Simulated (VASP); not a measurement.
A run of VASP 6.6.1:

The input INCAR:

```
SYSTEM = Si5W3
  PREC = Accurate
  ENCUT = 520
  EDIFF = 1E-7
  ISMEAR = -1
  SIGMA = 0.1224
  LREAL = Auto
  LASPH = .True.
  NELM = 60
  ALGO = Normal
  ISIF = 2
  LWAVE = .False.
  LCHARG = .False.
  GGA = PE
  NBANDS = 111
  ISYM = 0
```

Contents of KPOINTS:

```
Automatic mesh
0
Gamma
  1 1 1
  0.25 0.25 0.25
```

The input POSCAR:

```
Si5W3
1.0
    7.2041990000     -0.0818820000      0.0070510000
   -0.0818820000      7.4902340000      0.1623590000
    0.0070510000      0.1623590000      7.4951860000
Si W
15 9
Direct
    0.6492851508      0.8582293739      0.2986956731
    0.0685875402      0.8015458749      0.8679464662
    0.2013861912      0.7182969223      0.5638053620
    0.2280406760      0.1650727637      0.3172709838
    0.9758737026      0.0775431211      0.8634283780
    0.5566582609      0.6391412747      0.0008905269
    0.3301689149      0.8800388365      0.3080092680
    0.5689562151      0.8939645983      0.6157727229
    0.4716137302      0.9794425277      0.9802225511
   -0.0122788030      0.8297810674      0.1856578547
    0.2578460025      0.2869144334      1.0257004679
    0.6133414168      0.3277076153      0.0700232188
    0.1272601627      0.4179119899      0.4745331091
    0.6879859277      0.5797471918      0.7527056483
    0.9410132260      0.3174010234      0.2078979765
    0.2153934970      0.6360512895      0.1050256270
    0.5044068338      0.5554509922      0.3582796958
    0.9159050382      0.9647875610      0.4695184362
    0.3460259139      0.5092286527      0.7678510335
    0.8254399943      0.5967248628      0.4613592205
    0.9544134938      0.4036799929      0.8481616534
    0.6341580474      0.2407096625      0.7152201655
    0.2585359841      0.1950548798      0.6785995901
    0.5562038921      0.1933516193      0.3916457618
```

Potentials or basis: VASP PAW PBE potentials, release 64 (Si, W_sv).

Launch:

```sh
$ cat potpaw_PBE.64/Si/POTCAR potpaw_PBE.64/W_sv/POTCAR > POTCAR
$ mpirun -np 1 vasp_std > vasp.out
```

Hardware: 1 thread of Intel(R) Xeon(R) Platinum 8559C (Emerald Rapids), on a shared host.

Task: How long does it take, and how much memory?

Result: Run time: 82 s on 1 thread of Intel(R) Xeon(R) Platinum 8559C (Emerald Rapids) (shared host), peak memory 0.4 GiB. Counts: scf iterations 21, k points 1.
